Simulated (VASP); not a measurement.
Wanted: the native input for a VASP 6.6.1 run.

- Task: relaxation of cell and atoms
- Functional: PBE
- Potentials or basis: VASP PAW PBE potentials, release 64 (Mg, H)
- Cutoff: 600 eV
- k mesh: 14 × 14 × 10
- Occupations: gaussian, width 0.1 eV
- Spin: no spin polarisation
- Dipole correction: no
- Further INCAR settings: ALGO = Normal; EDIFF = 1e-06; IBRION = 2; EDIFFG = -0.01; NSW = 100; ISIF = 3

The structure of MgH lies in POSCAR:

```
MgH
1.0
    3.3626762651      0.0000000000      0.0000000000
    0.0000000000      3.3626762651      0.0000000000
    0.0000000000      0.0000000000      4.5162621117
Mg H
2 2
Direct
    0.0000000000      0.5000000000      0.0000000000
    0.5000000000      0.0000000000      0.5000000000
    0.5000000000      0.5000000000      0.2500000000
    0.5000000000      0.5000000000      0.7500000000
```

This cell differs from its parent crystal: atoms taken out.

These files were run (other wordings do the same):

INCAR

```
SYSTEM = MgH
PREC = Accurate
ENCUT = 600
EDIFF = 1E-6
ISMEAR = 0
SIGMA = 0.1
LREAL = .FALSE.
LASPH = .TRUE.
NELM = 80
ALGO = Normal
ISIF = 3
LWAVE = .FALSE.
LCHARG = .FALSE.
GGA = PE
IBRION = 2
NSW = 100
EDIFFG = -0.01
```

KPOINTS

```
Automatic mesh
0
G
  14 14 10
  0 0 0
```

Potentials or basis: VASP PAW PBE potentials, release 64 (Mg, H).

Run with:

```bash
$ cat potpaw_PBE.64/Mg/POTCAR potpaw_PBE.64/H/POTCAR > POTCAR
$ mpirun -np 1 vasp_std > vasp.out
```

Results of the run:

```yaml
Relaxed_volume: 12.69 Å³/atom
Relaxed_cell: a = 3.355 Å, b = 3.355 Å, c = 4.510 Å, α = 90.00°, β = 90.00°, γ = 90.00°
Space_group_after_relaxing_to_0.1_Å: P4_2/mmc (No. 131)
Energy_gained_by_relaxing: 0.1 meV/atom
Ionic_steps: 3
Pressure_after_relaxing: 0.0 GPa
Band_gap_on_the_k_mesh: zero (bands 3 and 4 overlap by 4.37 eV)
```

Caveat: the cell differs from its parent crystal (atoms taken out).

Wall time 56 s on 1 thread of Intel(R) Xeon(R) 6975P-C (Granite Rapids) (shared host), peak memory 0.26 GiB.
